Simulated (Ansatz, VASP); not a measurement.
**Ag in VASP and in Ansatz**

```
CELL_PARAMETERS angstrom
-1.69705 1.69705 1.69705
1.69705 -1.69705 1.69705
1.69705 1.69705 -1.69705
ATOMIC_POSITIONS crystal
Ag 0.00000 0.00000 0.00000
```

Change from the starting cell: strain +0.025 along x and y, +0.025 along z, atoms carried along.

Alike in both runs: task single point; functional LDA; k mesh 20 × 20 × 20; occupations gaussian, width 0.15 eV; no spin polarisation.

```csv
,VASP,Ansatz
version,VASP 6.6.1,Ansatz 0.2.0
potentials or method,"VASP PAW LDA potentials, release 64 (Ag), cutoff 520 eV","scalar-relativistic, plane waves, PAW"
valence electrons in the cell,11,19
```

VASP gave:

| Property | Result |
| --- | --- |
| gap on the k mesh at the Fermi level (eV) | none |
| pressure (GPa) | -14.8 |

Problem. What did Ansatz give for the same quantities?

Solution. gap on the k mesh at the Fermi level (eV): none; pressure (GPa): -15.0.

LDA's correlation is that of Perdew and Zunger in VASP and of Perdew and Wang (1992) in Ansatz. A gap of «none» marks a metal or a gap that the smearing closes. VASP's potentials hold 11 valence electrons a cell and Ansatz's 19, so a difference there can come from the potentials and not from the codes.
